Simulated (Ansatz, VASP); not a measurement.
GaSb in VASP and in Ansatz

File POSCAR:

```
GaSb
1.0
    0.0000000000      3.0658787993      3.0658787993
    3.0658787993      0.0000000000      3.0658787993
    3.0658787993      3.0658787993      0.0000000000
Ga Sb
1 1
Direct
    0.0000000000      0.0000000000      0.0000000000
    0.2500000000      0.2500000000      0.2500000000
```

The input INCAR.step1:

```
SYSTEM = GaSb
PREC = Accurate
ENCUT = 400
EDIFF = 1E-5
ISMEAR = -1
SIGMA = 0.02
LREAL = .False.
LASPH = .True.
NELM = 120
ALGO = Normal
ISIF = 2
LWAVE = .True.
GGA = PE
NBANDS = 21
GGA_COMPAT = .False.
```

INCAR.step2

```
SYSTEM = GaSb
PREC = Accurate
ENCUT = 400
EDIFF = 1E-6
ISMEAR = -1
SIGMA = 0.02
LREAL = .False.
LASPH = .True.
NELM = 120
ALGO = Normal
ISIF = 2
LWAVE = .False.
LCHARG = .True.
GGA = PE
LHFCALC = .True.
AEXX = 1.0
HFSCREEN = 0.2078
PRECFOCK = Normal
LELF = .True.
LVHAR = .True.
ISTART = 1
NBANDS = 21
ALDAC = 1.0
AGGAC = 1.0
GGA_COMPAT = .False.
```

KPOINTS

```
Automatic mesh
0
Gamma
  4 4 4
  0 0 0
```

Input for Ansatz:

```yaml
crystal:
  lattice:
    - [0.0, 3.0658787993, 3.0658787993]
    - [3.0658787993, 0.0, 3.0658787993]
    - [3.0658787993, 3.0658787993, 0.0]
  atoms:
    - { symbol: Ga, position: [0.0, 0.0, 0.0] }
    - { symbol: Sb, position: [0.25, 0.25, 0.25] }
kpoints:
  mp_grid: { grid: [4, 4, 4] }
hamiltonian:
  xc:
    exchange: pbe
    correlation: pbe
    exx: { coeff: 1.0, omega: 0.2078 }
scf:
  occupations: { method: fermi_dirac, width: 0.02 }
  n_extra_bands: 4
output:
  forces: true
  stress: true
  eigenvalues: true
```

Alike in both runs: task single point; functional PBE-based screened hybrid with a share of 1.0 of exact exchange and HFSCREEN = 0.2078; k mesh 4 × 4 × 4; occupations fermi-dirac, width 0.02 eV; no spin polarisation.

|  | VASP | Ansatz |
| --- | --- | --- |
| version | VASP 6.6.1 | Ansatz 0.2.0 |
| potentials or method | VASP PAW PBE potentials, release 64 (Ga_d, Sb_d_GW) | plane waves |
| plane-wave cutoff (eV) | 400 | 420 |
| valence electrons in the cell | 28 | 28 |

```tsv
	VASP	Ansatz	Ansatz less VASP
gap on the k mesh at the Fermi level (eV)	3.48	3.48	-0.007
```

VASP's potentials were made for PBE, not for PBE-based screened hybrid. Ansatz's warnings: stress exchange threshold loose, stress scf threshold loose.

The k mesh is coarse, so the values compare programs but aren't converged. Neither program's run includes spin-orbit coupling.
